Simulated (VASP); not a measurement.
Write the native input for VASP 6.6.1 that does the following.

```
Task                   : single point
Functional             : r2SCAN
Potentials or basis    : VASP PAW PBE potentials, release 64 (Ti_sv, Co)
Cutoff                 : 520 eV
k mesh                 : 14 × 14 × 14
Occupations            : gaussian, width 0.15 eV
Spin                   : collinear spin, ferrimagnetic start
Starting moments       : [-0.7, 1.46, 1.46, 1.46] μB
Dipole correction      : no
Further INCAR settings : ALGO = Normal; EDIFF = 1e-06; NBANDS = 32
```

Crystal: TiCo3.

```
Ti Co
1.0
     3.58720    0.00000    0.00000
     0.00000    3.58720    0.00000
     0.00000    0.00000    3.58720
Ti Co
1 3
Direct
  0.00000 0.00000 0.00000
  0.00000 0.50000 0.50000
  0.50000 0.00000 0.50000
  0.50000 0.50000 0.00000
```

The input as run:

POSCAR

```
TiCo3
1.0
    3.5872013979      0.0000000000      0.0000000000
    0.0000000000      3.5872013979      0.0000000000
    0.0000000000      0.0000000000      3.5872013979
Ti Co
1 3
Direct
    0.0000000000      0.0000000000      0.0000000000
    0.0000000000      0.5000000000      0.5000000000
    0.5000000000      0.0000000000      0.5000000000
    0.5000000000      0.5000000000      0.0000000000
```

INCAR.step1

```
PREC = Accurate ; ENCUT = 520
ISMEAR = 0 ; SIGMA = 0.15
LREAL = F ; LASPH = T
NELM = 150 ; ISPIN = 2
MAGMOM = -0.7 1.46 1.46 1.46 ; LMAXMIX = 4
NBANDS = 32 ; GGA = PE
ALGO = Normal ; EDIFF = 1E-4
LWAVE = T ; LCHARG = F
```

INCAR.step2

```
PREC = Accurate ; ENCUT = 520
EDIFF = 1E-6 ; ISMEAR = 0
SIGMA = 0.15 ; LREAL = F
LASPH = T ; NELM = 150
ALGO = Normal ; ISIF = 2
LWAVE = F ; LCHARG = F
ISPIN = 2 ; MAGMOM = -0.7 1.46 1.46 1.46
LORBIT = 11 ; LMAXMIX = 4
METAGGA = R2SCAN ; LMIXTAU = T
NBANDS = 32 ; ISTART = 1
```

KPOINTS

```
Automatic mesh
0
Gamma
  14 14 14
```

Potentials or basis: VASP PAW PBE potentials, release 64 (Ti_sv, Co).

The run is started by

```sh
$ cat potpaw_PBE.64/Ti_sv/POTCAR potpaw_PBE.64/Co/POTCAR > POTCAR
$ cp INCAR.step1 INCAR
$ mpirun -np 1 vasp_std > vasp.out
$ cp INCAR.step2 INCAR
$ mpirun -np 1 vasp_std > vasp.out
```

It gave:

| Property | Result |
| --- | --- |
| Pressure | -8.2 GPa |
| Net moment | 0.00 μB per cell |
| Valence electrons inside the program's atomic spheres | Ti 10.34; Co 8.39 |

Caveat: the cell stands under tension; the PAW data sets were made with another functional, which shifts forces and pressure a little.

It took 17 min on 1 thread of Intel(R) Xeon(R) 6975P-C (Granite Rapids) (shared host), peak memory 0.37 GiB.
